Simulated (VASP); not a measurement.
Wanted: the native input for a VASP 6.6.1 run.

- Task: single point
- Functional: BLYP
- Potentials or basis: VASP PAW PBE potentials, release 64 (Co_sv)
- Cutoff: 690 eV
- k mesh: 12 × 12 × 4
- Occupations: fermi-dirac, width 0.05 eV
- Spin: collinear spin, ferromagnetic start
- Starting moments: [2.0, 2.0, 2.0, 2.0] μB
- Dipole correction: no
- Further INCAR settings: ALGO = Normal; EDIFF = 1e-06; NBANDS = 46

The structure of Co lies in POSCAR:

```
Co
1.0
    2.4869235940      0.0000000000      0.0000000000
   -1.2434617971      2.1537390097      0.0000000000
    0.0000000000      0.0000000000      8.1417998233
Co
4
Direct
    0.6666666667      0.3333333333      0.7500000000
    0.0000000000      0.0000000000      0.5000000000
    0.3333333333      0.6666666667      0.2500000000
    0.0000000000      0.0000000000      0.0000000000
```

The input as run:

INCAR

```
SYSTEM = Co
PREC = Accurate
ENCUT = 690
EDIFF = 1E-6
ISMEAR = -1
SIGMA = 0.05
LREAL = .FALSE.
LASPH = .TRUE.
NELM = 200
ALGO = Normal
ISIF = 2
LWAVE = .FALSE.
LCHARG = .TRUE.
ISPIN = 2
MAGMOM = 2 2 2 2
LORBIT = 11
LMAXMIX = 4
GGA = B5
ALDAX = 1.0
AGGAX = 1.0
AGGAC = 1.0
ALDAC = 0.0
LELF = .TRUE.
LVHAR = .TRUE.
NBANDS = 46
GGA_COMPAT = .FALSE.
```

KPOINTS

```
regular mesh
0
G
  12 12 4
  0 0 0
```

Potentials or basis: VASP PAW PBE potentials, release 64 (Co_sv).

Run with:

```sh
$ cat potpaw_PBE.64/Co_sv/POTCAR > POTCAR
$ mpirun -np 1 vasp_std > vasp.out
```

It gave:

| Item | Value |
| --- | --- |
| Pressure | 8.4 GPa |
| Net moment | 6.52 μB per cell |
| Site moments | Co +1.69, +1.67 (each value once) μB |
| Valence electrons inside the program's atomic spheres | Co 15.11 |

Caveat: the cell stands under pressure; the PAW data sets were made with another functional, which shifts forces and pressure a little.

It took 3.3 min on 1 thread of Intel(R) Xeon(R) 6975P-C (Granite Rapids), with other jobs on the host, peak memory 0.37 GiB.
